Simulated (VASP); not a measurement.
Tl, 2 atoms in the cell. It takes space group Fd-3m (No. 227, cubic). Conventional cell: a = 7.503 Å, b = 7.503 Å, c = 7.503 Å, α = 90.00°, β = 90.00°, γ = 90.00°. Within 4.3 Å of Tl (site symmetry -43m) lie 4 Tl at 3.25 Å. This isn't the form of Tl at room conditions, which is hcp.

| Quantity | Value |
| --- | --- |
| Program | VASP 6.6.1 |
| Task | single point |
| Functional | BLYP |
| Potentials or basis | VASP PAW PBE potentials, release 64 (Tl_d) |
| Cutoff | 520 eV |
| k mesh | 8 × 8 × 8 |
| Occupations | fermi-dirac, width 0.1 eV |
| Spin | no spin polarisation |
| Dipole correction | no |
| Further INCAR settings | ALGO = Normal; EDIFF = 1e-06; NBANDS = 20 |

Potentials or basis: VASP PAW PBE potentials, release 64 (Tl_d).

Run with:

```console
$ cat potpaw_PBE.64/Tl_d/POTCAR > POTCAR
$ mpirun -np 1 vasp_std > vasp.out
```

Hardware: 1 thread of AMD EPYC 9R45 96-Core Processor (Zen 5), with other jobs on the host.

Q: How long does it take, and how much memory?

A: Wall time 40 s on 1 thread of AMD EPYC 9R45 96-Core Processor (Zen 5) (shared host), peak memory 0.22 GiB. Counts: scf iterations 11, k points 29.
